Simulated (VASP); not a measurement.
Wanted: the native input for a VASP 6.6.1 run.

- Task: single point
- Functional: PBE
- Dispersion: D3(BJ)
- Potentials or basis: VASP PAW PBE potentials, release 64 (As)
- Cutoff: 520 eV
- k mesh: 9 × 9 × 1
- Occupations: gaussian, width 0.02 eV
- Spin: no spin polarisation
- Dipole correction: yes
- Further INCAR settings: ALGO = Normal; EDIFF = 1e-07; NBANDS = 12

The structure of As lies in POSCAR:

```
As
1.0
    3.5780000000      0.0000000000      0.0000000000
   -1.7890000000      3.0986388948      0.0000000000
    0.0000000000      0.0000000000     28.5742413766
As
2
Direct
    0.3333333333      0.6666666667      0.4685555956
    0.6666666667      0.3333333333      0.5314444044
```

The input as run:

INCAR

```
PREC = Accurate
ENCUT = 520
EDIFF = 1E-7
ISMEAR = 0
SIGMA = 0.02
LREAL = False
LASPH = True
NELM = 100
ALGO = Normal
ISIF = 2
LWAVE = False
LCHARG = False
LDIPOL = True
IDIPOL = 3
DIPOL = 0.5 0.5 0.500
GGA = PE
IVDW = 12
NBANDS = 12
```

KPOINTS

```
regular mesh
0
Gamma
  9 9 1
```

Potentials or basis: VASP PAW PBE potentials, release 64 (As).

Run with:

```console
$ cat potpaw_PBE.64/As/POTCAR > POTCAR
$ mpirun -np 1 vasp_std > vasp.out
```

Results of the run:

The largest force is 3.470 eV/Å, the band gap on the k mesh is zero (band 5 reaches -2.29 eV, above the bottom of band 6 at -2.70 eV) and the dispersion energy per atom is -0.205 eV.

Run time: 2.5 min on 1 thread of Intel Xeon 8259CL (shared host), peak memory 0.41 GiB.
